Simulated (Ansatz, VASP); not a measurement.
C in VASP and in Ansatz

```
C
1.0
     1.29632   -2.12801    0.00000
     1.29632    2.12801    0.00000
     0.00000    0.00000    7.37409
C
4
Direct
  0.08332 0.91668 0.74984
  0.58332 0.41668 0.25016
  0.91668 0.08332 0.25016
  0.41668 0.58332 0.74984
```

Change from the starting cell: volume 10.171 Å^3 an atom, stretch along a over the lengths across it, relative to the relaxed cell 1.0549.

Alike in both runs: task single point; functional PBEsol; k mesh 21 × 21 × 6; occupations gaussian, width 0.15 eV; no spin polarisation.

|  | VASP | Ansatz |
| --- | --- | --- |
| version | VASP 6.6.1 | Ansatz 0.2.0 |
| potentials or method | VASP PAW PBE potentials, release 64 (C), cutoff 520 eV | scalar-relativistic, plane waves, PAW |
| valence electrons in the cell | 16 | 16 |

Ansatz gave:

- gap on the k mesh at the Fermi level (eV): 0.13
- least direct gap on the mesh (eV): 0.13
- pressure (GPa): -17.3
- traceless stress, the component that is largest in VASP (GPa): -27.90
- rms of the force components (eV/Å): 0.226

**Question.** Estimate VASP's values.

**Answer.** gap on the k mesh at the Fermi level (eV): 0.13; least direct gap on the mesh (eV): 0.13; pressure (GPa): -16.7; traceless stress, the component that is largest in VASP (GPa): -27.66; rms of the force components (eV/Å): 0.235.

VASP's potentials were made for PBE, not for PBEsol, and Ansatz warns of the same on its side. Atom by atom the forces differ by 0.009 eV/Å (rms over components).
